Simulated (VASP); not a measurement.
AlN: G0W0 quasiparticle levels with PBE

The system is AlN.

```xyz
2
Lattice="0.0000 2.0189 2.0996 2.0189 0.0000 2.0996 2.0189 2.0189 0.0000" Properties=species:S:1:pos:R:3 pbc="T T T"
Al    0.0000    0.0000    0.0000
N     2.0189    2.0189    2.0996
```

```yaml
Program: VASP 6.6.1
Task: G0W0 quasiparticle levels
Functional: PBE
Potentials_or_basis: VASP PAW PBE potentials, release 64 (Al_GW, N_GW)
Cutoff: 500 eV
k_mesh: 6 × 6 × 6
Occupations: gaussian, width 0.01 eV
Spin: no spin polarisation
Dipole_correction: no
GW_scheme: G0W0
GW_iterations: 1
Cutoff_of_the_response_function: 150
Frequency_points: 96
Empty_bands: 71
Further_INCAR_settings: ALGO = EVGW0; EDIFF = 1e-08; NBANDS = 75
```

```yaml
Quasiparticle_gap: 5.46 eV
Least_direct_quasiparticle_gap: 6.63 eV
Band_gap_of_the_starting_levels_on_the_mesh: 4.00 eV
Least_direct_gap_of_the_starting_levels_on_the_mesh: 4.99 eV
```

Run time: 6.3 min on 1 thread of Intel(R) Xeon(R) 6975P-C (Granite Rapids) (shared host), peak memory 0.36 GiB.

Caveat: the k points lie up to 0.44 Å⁻¹ apart; bands, screening cutoff and mesh are small and nothing is extrapolated, so the quasiparticle values aren't converged; the structure was generated, so it needn't be the stable form of AlN.
